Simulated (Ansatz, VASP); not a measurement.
## BaTiO3: VASP beside Ansatz

```xyz
5
Lattice="4.0798 0.0000 0.0000 0.0000 4.0798 0.0000 0.0000 0.0000 4.0180" Properties=species:S:1:pos:R:3 pbc="T T T"
Ba    0.0000    0.0000    0.0000
Ti    2.0399    2.0399    2.0090
O     2.0399    2.0399    0.0000
O     2.0399    0.0000    2.0090
O     0.0000    2.0399    2.0090
```

Change from the starting cell: equal xx and yy strain of +2 %, crystal datasets.

Alike in both runs: task electric field gradients; functional PBEsol; k mesh 7 × 7 × 7; occupations fermi-dirac, width 0.03 eV; no spin polarisation.

```csv
,VASP,Ansatz
version,VASP 6.6.1,Ansatz 0.2.0
potentials or method,"VASP PAW PBE potentials, release 64 (Ba_sv, Ti_sv, O), cutoff 520 eV","all-electron PAW with datasets made for the crystal, scalar-relativistic"
```

```csv
,VASP,Ansatz,Ansatz less VASP
gap on the k mesh at the Fermi level (eV),1.66,1.71,+0.057
pressure (GPa),-8.7,-10.3,-1.54
"traceless stress, the component that is largest in VASP (GPa)",1.61,1.56,-0.057
size of Vzz on the site where it differs most (V/Å²),12.7,12.9,+0.25
```

VASP's potentials were made for PBE, not for PBEsol. Ansatz ran all-electron here, and VASP with PAW potentials.

Neither program's run includes spin-orbit coupling.
